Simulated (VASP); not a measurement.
A run of VASP 6.6.1 is set up as follows.

INCAR

```
SYSTEM = BeS
  PREC = Accurate
  ENCUT = 600
  EDIFF = 1E-7
  ISMEAR = 0
  SIGMA = 0.15
  LREAL = .FALSE.
  LASPH = .TRUE.
  NELM = 120
  ALGO = Normal
  ISIF = 3
  LWAVE = .FALSE.
  LCHARG = .FALSE.
  GGA = PE
  IBRION = 2
  NSW = 36
  EDIFFG = -0.08
  GGA_COMPAT = .FALSE.
  NELMIN = 4
```

The input KPOINTS:

```
regular mesh
0
G
  5 5 5
  0 0 0
```

File POSCAR:

```
BeS
1.0
    3.0667859200      0.0000000000      0.0000000000
    0.0000000000      3.0667859200      0.0000000000
    0.0000000000      0.0000000000      3.0667859200
Be S
1 1
Direct
    0.0000000000      0.0000000000      0.0000000000
    0.5000000000      0.5000000000      0.5000000000
```

Potentials or basis: VASP PAW PBE potentials, release 64 (Be, S).

The run is started by

```bash
$ cat potpaw_PBE.64/Be/POTCAR potpaw_PBE.64/S/POTCAR > POTCAR
$ mpirun -np 1 vasp_std > vasp.out
```

**Question.** Estimate the relaxed cell.

**Answer.** a = 2.897 Å, b = 2.897 Å, c = 2.897 Å, α = 90.00°, β = 90.00°, γ = 90.00°.

**Question.** Estimate the space group after relaxing (to 0.05 Å).

**Answer.** Pm-3m (No. 221).

**Question.** Estimate the relaxed volume.

**Answer.** 12.16 Å³/atom.

The path:
```tsv
step	energy change (eV)	largest force (eV/Å)	pressure (GPa)	volume (Å³)
1	0.0000	0.0000	-9.66	28.84
2	-0.1456	0.0000	-3.12	25.36
3	-0.1564	0.0000	-0.05	24.32
```

Caveat: the k points lie up to 0.43 Å⁻¹ apart in the final cell; the volume moved by over 15 % at a fixed basis, so the end points are rough.
